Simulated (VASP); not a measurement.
# Na (Fd-3m) in VASP: notebook

Na is run at these levels: LDA; tasks: single point.

Everything below comes from runs of VASP 6.6.1. Logs are shortened: lines on timing, memory, paths and dates and some standing lists are left out, and cuts for length are marked.

## 1. The cell of the first run

It takes space group Fd-3m (No. 227, cubic). The conventional cell has a = 7.472 Å, b = 7.472 Å, c = 7.472 Å, α = 90.00°, β = 90.00°, γ = 90.00°. Within 4.3 Å of Na (site symmetry -43m) lie 4 Na at 3.24 Å.

This isn't the form of Na at room conditions, which is bcc.

## 2. Single point, LDA (52.15 Å³/atom)

Input file INCAR:

```
PREC = Accurate ; ENCUT = 520
EDIFF = 1E-7 ; ISMEAR = -1
SIGMA = 0.1 ; LREAL = F
LASPH = T ; NELM = 60
ALGO = Normal ; ISIF = 2
LWAVE = F ; LCHARG = F
GGA = CA ; NBANDS = 14
```

Input file KPOINTS:

```
Automatic mesh
0
Gamma
  9 9 9
```

Input file POSCAR:

```
Na
1.0
    0.0000000000      3.7360746222      3.7360746222
    3.7360746222      0.0000000000      3.7360746222
    3.7360746222      3.7360746222      0.0000000000
Na
2
Direct
    0.1250000000      0.1250000000      0.1250000000
    0.8750000000      0.8750000000      0.8750000000
```

Potentials or basis: VASP PAW LDA potentials, release 64 (Na_pv).

The run is started by

```
cat potpaw_LDA.64/Na_pv/POTCAR > POTCAR
mpirun -np 1 vasp_std > vasp.out
```

OUTCAR:

```text
PREC = Accurate
   ENCUT = 520
   EDIFF = 1E-7
   ISMEAR = -1
   LREAL = F
   LASPH = T
   NELM = 60
   ISIF = 2
   GGA = CA

 ion  position               nearest neighbor table
   1  0.125  0.125  0.125-
   2  0.875  0.875  0.875-

  LATTYP: Found a face centered cubic cell.
 ALAT       =     7.4721492444

  Lattice vectors:

 A1 = (   0.0000000000,   3.7360746222,   3.7360746222)
 A2 = (   3.7360746222,   0.0000000000,   3.7360746222)
 A3 = (   3.7360746222,   3.7360746222,   0.0000000000)

Analysis of symmetry for initial positions (statically):
=====================================================================
 Subroutine PRICEL returns:
 Original cell was already a primitive cell.

 Routine SETGRP: Setting up the symmetry group for a
 face centered cubic supercell.

 Subroutine GETGRP returns: Found 48 space group operations
 (whereof 12 operations were pure point group operations)
 out of a pool of 48 trial point group operations.

The static configuration has the point symmetry D_3d.
 The point group associated with its full space group is O_h .

Analysis of symmetry for dynamics (positions and initial velocities):
=====================================================================
 Subroutine PRICEL returns:
 Original cell was already a primitive cell.

 Routine SETGRP: Setting up the symmetry group for a
 face centered cubic supercell.

 Subroutine GETGRP returns: Found 48 space group operations
 (whereof 12 operations were pure point group operations)
 out of a pool of 48 trial point group operations.

The dynamic configuration has the point symmetry D_3d.
 The point group associated with its full space group is O_h .

 Subroutine INISYM returns: Found 48 space group operations
 (whereof 12 operations are pure point group operations),
 and found     1 'primitive' translations

----------------------------------------------------------------------------------------

                                     Primitive cell

  volume of cell :     104.2982

  direct lattice vectors                    reciprocal lattice vectors
     0.000000000  3.736074622  3.736074622    -0.133830303  0.133830303  0.133830303
     3.736074622  0.000000000  3.736074622     0.133830303 -0.133830303  0.133830303
     3.736074622  3.736074622  0.000000000     0.133830303  0.133830303 -0.133830303

  length of vectors
[... 88 lines left out ...]
   ISIF   =      2    stress and relaxation
   ISYM   =      2    0-nonsym 1-usesym 2-fastsym
   POTIM  = 0.5000    time-step for ionic-motion
   TEBEG  =    0.0;   TEEND  =   0.0 temperature during run
   PSTRESS=    0.0 pullay stress
   NELECT =      14.0000    total number of electrons
   NUPDOWN=      -1.0000    fix difference up-down
   EMIN   =  10.00;   EMAX   =-10.00  energy-range for DOS
   EFERMI =   0.00;   METHOD = LEGACY
   ISMEAR =    -1;   SIGMA  =   0.10  broadening in eV -4-tet -1-fermi 0-gaus
   EFERMI_NEDOS =   21; number of points for ismear=-14 and -15
   IALGO  =     38    algorithm
   IMIX   =      4    mixing-type and parameters
     AMIX     =   0.40;   BMIX     =  1.00
     AMIX_MAG =   1.60;   BMIX_MAG =  1.00
  volume/ion in A,a.u.               =      52.15       351.92
  Fermi-wavevector in a.u.,A,eV,Ry     =   0.838221  1.584008  9.559654  0.702615
  Thomas-Fermi vector in A             =   1.952240
   LORBIT       =      0    0 simple, 1 ext, 2 COOP (PROOUT), +10 PAW based schemes
   GGA     = CA    functional components
   LHFCALC =     F    Hartree Fock is set to
   AEXX    =    0.0000 exact exchange contribution
   IVDW    =     0    specifies the selected vdW correction
   LEPSILON=     F    determine dielectric tensor
   LRPA    =     F    only Hartree local field effects (RPA)
 non-spin polarized calculation
  energy-cutoff  :      520.00
  volume of cell :      104.30
 maximum number of plane-waves:      2828
   NGX = 19   NGY = 19   NGZ = 19

 number of electron      14.0000017 magnetization

 Free energy of the ion-electron system (eV)
  ---------------------------------------------------
  ext. energy  EPLUGINS =         0.00000000
  ---------------------------------------------------
  free energy    TOTEN  =        -2.21317647 eV

  energy without entropy =       -2.17953830  energy(sigma->0) =       -2.19635738

 E-fermi :  -0.6785     XC(G=0):  -5.7529

 val. band max:       -0.6982503406   @ k =   0.4444   0.0000   0.0000
 cond. band min:      -0.6002710532   @ k =  -0.4444   0.2222   0.0000
 fundamental gap:      0.0979792874
 Fermi energy:        -0.6785194568

 k-point     1 :       0.0000    0.0000    0.0000
  band No.  band energies     occupation
      1     -26.0852      2.00000
      2     -26.0852      2.00000
      3     -26.0852      2.00000
      4     -26.0456      2.00000
      5     -26.0456      2.00000
      6     -26.0456      2.00000
      7      -3.2935      2.00000
      8       3.9905      0.00000
      9       3.9905      0.00000
     10       3.9905      0.00000
     11       4.3470      0.00000
     12       4.3470      0.00000
     13       4.3470      0.00000
     14       6.1109      0.00000
[... 377 lines left out ...]
      1     -26.0934      2.00000
      2     -26.0934      2.00000
      3     -26.0694      2.00000
      4     -26.0625      2.00000
      5     -26.0378      2.00000
      6     -26.0378      2.00000
      7      -1.1835      1.98726
      8      -0.0386      0.00332
      9       1.8084      0.00000
     10       1.8084      0.00000
     11       2.4640      0.00000
     12       2.4918      0.00000
     13       8.6360      0.00000
     14       8.6644      0.00000

 [... further k-points ...]

------------------------ aborting loop because EDIFF is reached ----------------------------------------

  FORCE on cell =-STRESS in cart. coord.  units (eV):
  Direction    XX          YY          ZZ          XY          YZ          ZX
  --------------------------------------------------------------------------------------
  -------------------------------------------------------------------------------------
  Total       -0.1472450     -0.1472450     -0.1472450     -0.0000000      0.0000000      0.0000000
  in kB       -2.2619060     -2.2619060     -2.2619060     -0.0000000      0.0000000      0.0000000
  external PRESSURE =      -2.2619060 kB  Pullay stress =       0.0000000 kB

 VOLUME and BASIS-vectors are now :
 -----------------------------------------------------------------------------
  energy-cutoff  :      520.00
  volume of cell :      104.30
      direct lattice vectors                 reciprocal lattice vectors
     0.000000000  3.736074622  3.736074622    -0.133830303  0.133830303  0.133830303
     3.736074622  0.000000000  3.736074622     0.133830303 -0.133830303  0.133830303
     3.736074622  3.736074622  0.000000000     0.133830303  0.133830303 -0.133830303

 POSITION                                       TOTAL-FORCE (eV/Angst)
 -----------------------------------------------------------------------------------
      0.93402      0.93402      0.93402         0.000000      0.000000      0.000000
      6.53813      6.53813      6.53813        -0.000000     -0.000000     -0.000000
 -----------------------------------------------------------------------------------
    total drift:                                0.000000      0.000000     -0.000000

  FREE ENERGIE OF THE ION-ELECTRON SYSTEM (eV)
  ---------------------------------------------------
  free  energy   TOTEN  =        -2.2131764718 eV

  energy  without entropy=       -2.1795382958  energy(sigma->0) =       -2.19635738
```

Run time: 22 s. Hardware: 1 thread of Intel Xeon Platinum 8488C (Sapphire Rapids), shared host; peak memory 0.19 GiB.

Results:

```yaml
Free_energy: -2.2132 eV
Pressure: -0.2 GPa
Band_gap_on_the_k_mesh: zero (bands 7 and 8 overlap by 0.35 eV)
```

Levels at points of the mesh, in eV from the Fermi level:
```tsv
k point	band 3	band 4	band 5	band 6	band 7	band 8	band 9	band 10	band 11	band 12
(0.00, 0.00, 0.00)	-25.41	-25.37	-25.37	-25.37	-2.61	4.67	4.67	4.67	5.03	5.03
```

## 3. Single point, LDA (54.08 Å³/atom)

This run uses another cell than the first one, of 54.08 Å³/atom.

Input file INCAR:

```
ALGO     = Normal         # electronic algorithm
EDIFF    = 1E-6           # SCF threshold, eV
ENCUT    = 520            # plane-wave cutoff, eV
GGA      = CA             # functional
ISIF     = 2              # what is computed and relaxed
ISMEAR   = -1             # smearing method
LASPH    = True           # aspherical terms in the spheres
LCHARG   = False          # write CHGCAR
LREAL    = False          # projectors in reciprocal space
LWAVE    = False          # write WAVECAR
NBANDS   = 14             # bands
NELM     = 80             # most SCF steps
PREC     = Accurate       # precision mode
SIGMA    = 0.1            # smearing width, eV
```

Input file KPOINTS:

```
k-points
0
Gamma
  9 9 9
```

Input file POSCAR:

```
Na
1.0
    0.0000000000      3.7816409986      3.7816409986
    3.7816409986      0.0000000000      3.7816409986
    3.7816409986      3.7816409986      0.0000000000
Na
2
Direct
    0.1250000000      0.1250000000      0.1250000000
    0.8750000000      0.8750000000      0.8750000000
```

Potentials or basis: VASP PAW LDA potentials, release 64 (Na_pv).

The run is started by

```
cat potpaw_LDA.64/Na_pv/POTCAR > POTCAR
mpirun -np 1 vasp_std > vasp.out
```

OUTCAR:

```text
EDIFF = 1E-6
   ENCUT = 520
   GGA = CA
   ISIF = 2
   ISMEAR = -1
   LASPH = True
   LREAL = False
   NELM = 80
   PREC = Accurate

 ion  position               nearest neighbor table
   1  0.125  0.125  0.125-
   2  0.875  0.875  0.875-

  LATTYP: Found a face centered cubic cell.
 ALAT       =     7.5632819972

  Lattice vectors:

 A1 = (   0.0000000000,   3.7816409986,   3.7816409986)
 A2 = (   3.7816409986,   0.0000000000,   3.7816409986)
 A3 = (   3.7816409986,   3.7816409986,   0.0000000000)

Analysis of symmetry for initial positions (statically):
=====================================================================
 Subroutine PRICEL returns:
 Original cell was already a primitive cell.

 Routine SETGRP: Setting up the symmetry group for a
 face centered cubic supercell.

 Subroutine GETGRP returns: Found 48 space group operations
 (whereof 12 operations were pure point group operations)
 out of a pool of 48 trial point group operations.

The static configuration has the point symmetry D_3d.
 The point group associated with its full space group is O_h .

[... 173 lines left out ...]
      5     -26.1269      2.00000
      6     -26.1269      2.00000
      7      -3.3037      2.00000
      8       3.8081      0.00000
      9       3.8081      0.00000
     10       3.8081      0.00000
     11       4.1738      0.00000
     12       4.1738      0.00000
     13       4.1738      0.00000
     14       5.8496      0.00000
[... 377 lines left out ...]
      1     -26.1696      2.00000
      2     -26.1696      2.00000
      3     -26.1482      2.00000
      4     -26.1420      2.00000
      5     -26.1201      2.00000
      6     -26.1201      2.00000
      7      -1.2496      1.98607
      8      -0.1361      0.00415
      9       1.6835      0.00000
     10       1.6835      0.00000
     11       2.3352      0.00000
     12       2.3676      0.00000
     13       8.3702      0.00000
     14       8.3885      0.00000

 [... further k-points ...]

------------------------ aborting loop because EDIFF is reached ----------------------------------------

  FORCE on cell =-STRESS in cart. coord.  units (eV):
  Direction    XX          YY          ZZ          XY          YZ          ZX
  --------------------------------------------------------------------------------------
  -------------------------------------------------------------------------------------
  Total       -0.2161844     -0.2161844     -0.2161844      0.0000000     -0.0000000     -0.0000000
  in kB       -3.2023156     -3.2023156     -3.2023156      0.0000000     -0.0000000     -0.0000000
  external PRESSURE =      -3.2023156 kB  Pullay stress =       0.0000000 kB

 VOLUME and BASIS-vectors are now :
 -----------------------------------------------------------------------------
  energy-cutoff  :      520.00
  volume of cell :      108.16
      direct lattice vectors                 reciprocal lattice vectors
     0.000000000  3.781640999  3.781640999    -0.132217733  0.132217733  0.132217733
     3.781640999  0.000000000  3.781640999     0.132217733 -0.132217733  0.132217733
     3.781640999  3.781640999  0.000000000     0.132217733  0.132217733 -0.132217733

 POSITION                                       TOTAL-FORCE (eV/Angst)
 -----------------------------------------------------------------------------------
      0.94541      0.94541      0.94541         0.000000      0.000000      0.000000
      6.61787      6.61787      6.61787        -0.000000     -0.000000     -0.000000
 -----------------------------------------------------------------------------------
    total drift:                                0.000000      0.000000     -0.000000

  FREE ENERGIE OF THE ION-ELECTRON SYSTEM (eV)
  ---------------------------------------------------
  free  energy   TOTEN  =        -2.2066572090 eV

  energy  without entropy=       -2.1726708169  energy(sigma->0) =       -2.18966401
```

OSZICAR:

```text
N       E                     dE             d eps       ncg     rms          rms(c)
DAV:   1     0.872901111491E+02    0.87290E+02   -0.73674E+03  1004   0.860E+02
DAV:   2     0.107860614776E+01   -0.86212E+02   -0.85604E+02  1022   0.242E+02
DAV:   3    -0.215895217352E+01   -0.32376E+01   -0.32348E+01  1250   0.570E+01
DAV:   4    -0.220738878598E+01   -0.48437E-01   -0.48434E-01  1094   0.729E+00
DAV:   5    -0.220857314802E+01   -0.11844E-02   -0.11844E-02  1294   0.119E+00    0.167E-01
DAV:   6    -0.220735530396E+01    0.12178E-02   -0.10698E-03  1262   0.386E-01    0.105E-01
DAV:   7    -0.220666978467E+01    0.68552E-03   -0.13992E-03  1288   0.342E-01    0.198E-02
DAV:   8    -0.220665744281E+01    0.12342E-04   -0.18169E-04  1262   0.199E-01    0.395E-03
DAV:   9    -0.220665720898E+01    0.23382E-06   -0.42170E-06  1124   0.275E-02
   1 F= -.22066572E+01 E0= -.21896640E+01  d E =-.339864E-01
```

Wall time 19 s (1 thread of Intel Xeon Platinum 8488C (Sapphire Rapids), shared host); peak memory 0.19 GiB.

What came out:

```yaml
Free_energy: -2.2067 eV
Pressure: -0.3 GPa
Band_gap_on_the_k_mesh: zero (bands 7 and 8 overlap by 0.31 eV)
```

Levels at points of the mesh, in eV from the Fermi level:
```csv
k point,band 4,band 5,band 6,band 7,band 8,band 9,band 10,band 11
"(0.00, 0.00, 0.00)",-25.37,-25.37,-25.37,-2.55,4.56,4.56,4.56,4.93
```

## 4. Single point, LDA

This run uses another cell than the first one, of 48.29 Å³/atom.

Input file INCAR:

```
PREC = Accurate
ENCUT = 520
EDIFF = 1E-7
ISMEAR = -1
SIGMA = 0.1
LREAL = False
LASPH = True
NELM = 60
ALGO = Normal
ISIF = 2
LWAVE = False
LCHARG = True
LELF = True
LVHAR = True
NBANDS = 14
```

Input file KPOINTS:

```
Automatic mesh
0
Gamma
  12 12 12
```

Input file POSCAR:

```
Na
1.0
    0.0000000000      3.6414494888      3.6414494888
    3.6414494888      0.0000000000      3.6414494888
    3.6414494888      3.6414494888      0.0000000000
Na
2
Direct
    0.1250000000      0.1250000000      0.1250000000
    0.8750000000      0.8750000000      0.8750000000
```

The run is started by

```
cat potpaw_LDA.64/Na_pv/POTCAR > POTCAR
mpirun -np 1 vasp_std > vasp.out
```

Run time: 47 s. Hardware: 1 thread of Intel Xeon Platinum 8488C (Sapphire Rapids), shared host; peak memory 0.22 GiB.

Results (log left out):

| Item | Value |
| --- | --- |
| Free energy | -2.2186 eV |
| Pressure | 0.0 GPa |
| Band gap on the k mesh | zero (bands 7 and 8 overlap by 0.82 eV) |

Levels at points of the mesh, in eV from the Fermi level:
```
           k point  band 3  band 4  band 5  band 6  band 7  band 8  band 9  band 10  band 11  band 12
(0.00, 0.00, 0.00)  -25.41  -25.36  -25.36  -25.36   -2.75    4.91    4.91     4.91     5.25     5.25
(0.50, 0.00, 0.00)  -25.40  -25.36  -25.35  -25.35   -0.86   -0.34    4.14     4.14     4.91     4.91
(0.50, 0.50, 0.00)  -25.38  -25.38  -25.35  -25.35    0.06    0.06    2.57     2.57     3.24     3.24
```

## 5. Summary

```tsv
cell	k mesh	gap on the mesh (eV)	pressure (GPa)
a = 5.284 Å, angles 60.0°, 2 atoms	9 × 9 × 9	none	-0.2
a = 5.348 Å, angles 60.0°, 2 atoms	9 × 9 × 9	none	-0.3
a = 5.150 Å, angles 60.0°, 2 atoms	12 × 12 × 12	none	0.0
```

Alike in all rows: task single point; level LDA; potentials or basis VASP PAW LDA potentials, release 64 (Na_pv); no spin polarisation; cutoff (eV) 520; smearing fermi-dirac 0.1 eV.

Absolute energies hang on the potentials; compare differences alone.

The gap in the log of VASP goes by the Fermi energy; the results here count the filled bands.